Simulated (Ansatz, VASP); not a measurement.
## One calculation of Ga4AsP3, two programs

File POSCAR:

```
Ga4AsP3
1.0
    3.8939028371      0.0000000000      0.0000000000
    0.0000000000      3.8939028371      0.0000000000
    0.0000000000      0.0000000000     10.9986681304
P Ga As
3 4 1
Direct
    0.0000000000      0.0000000000      0.2457075641
    0.5000000000      0.5000000000      0.0000000000
    0.0000000000      0.0000000000      0.7542924359
    0.0000000000      0.5000000000      0.1227669783
    0.5000000000      0.0000000000      0.8772330217
    0.0000000000      0.5000000000      0.6315730430
    0.5000000000      0.0000000000      0.3684269570
    0.5000000000      0.5000000000      0.5000000000
```

Contents of INCAR.step1:

```
ALGO = Normal
EDIFF = 1E-4
ENCUT = 520
GGA = PE
ISMEAR = 0
LASPH = True
LCHARG = False
LREAL = False
LWAVE = True
NBANDS = 46
NELM = 80
PREC = Accurate
SIGMA = 0.01
```

The input INCAR.step2:

```
ALGO = Normal
EDIFF = 1E-6
ENCUT = 520
ISIF = 2
ISMEAR = 0
ISTART = 1
LASPH = True
LCHARG = False
LMIXTAU = True
LREAL = False
LWAVE = False
METAGGA = R2SCAN
NBANDS = 46
NELM = 80
PREC = Accurate
SIGMA = 0.01
```

The input KPOINTS:

```
k-points
0
Gamma
  6 6 2
```

Input for Ansatz:

```yaml
crystal:
  lattice:
    - [3.8939028371, 0.0, 0.0]
    - [0.0, 3.8939028371, 0.0]
    - [0.0, 0.0, 10.9986681304]
  atoms:
    - { symbol: P, position: [0.0, 0.0, 0.2457075641] }
    - { symbol: Ga, position: [0.0, 0.5, 0.1227669783] }
    - { symbol: P, position: [0.5, 0.5, 0.0] }
    - { symbol: Ga, position: [0.5, 0.0, 0.8772330217] }
    - { symbol: P, position: [0.0, 0.0, 0.7542924359] }
    - { symbol: Ga, position: [0.0, 0.5, 0.631573043] }
    - { symbol: As, position: [0.5, 0.5, 0.5] }
    - { symbol: Ga, position: [0.5, 0.0, 0.368426957] }
kpoints:
  mp_grid: { grid: [6, 6, 2] }
  band_path:
    path:
      - [0.0, 0.0, 0.0]
      - [0.0, 0.5, 0.0]
      - [0.5, 0.5, 0.0]
      - [0.0, 0.0, 0.5]
      - [0.0, 0.5, 0.5]
      - [0.5, 0.5, 0.5]
    npoints: 1
hamiltonian:
  xc: r2scan
scf:
  occupations: { method: fixed }
  n_extra_bands: 6
output:
  forces: true
  stress: true
  eigenvalues: true
```

Alike in both runs: task single point; functional r2SCAN; k mesh 6 × 6 × 2; no spin polarisation.

|  | VASP | Ansatz |
| --- | --- | --- |
| version | VASP 6.6.1 | Ansatz 0.2.0 |
| potentials or method | VASP PAW PBE potentials, release 64 (P, Ga_d, As) | plane waves, PAW |
| plane-wave cutoff (eV) | 520 | 500 |
| occupations | gaussian, width 0.01 eV | fixed |
| valence electrons in the cell | 72 | 82 |

|  | VASP | Ansatz | Ansatz less VASP |
| --- | --- | --- | --- |
| gap on the k mesh at the Fermi level (eV) | 1.71 | 1.71 | -0.002 |
| pressure (GPa) | 0.0 | 0.0 | -0.03 |

VASP's potentials were made for PBE, not for r2SCAN. VASP's potentials hold 72 valence electrons a cell and Ansatz's 82, so a difference there can come from the potentials and not from the codes.
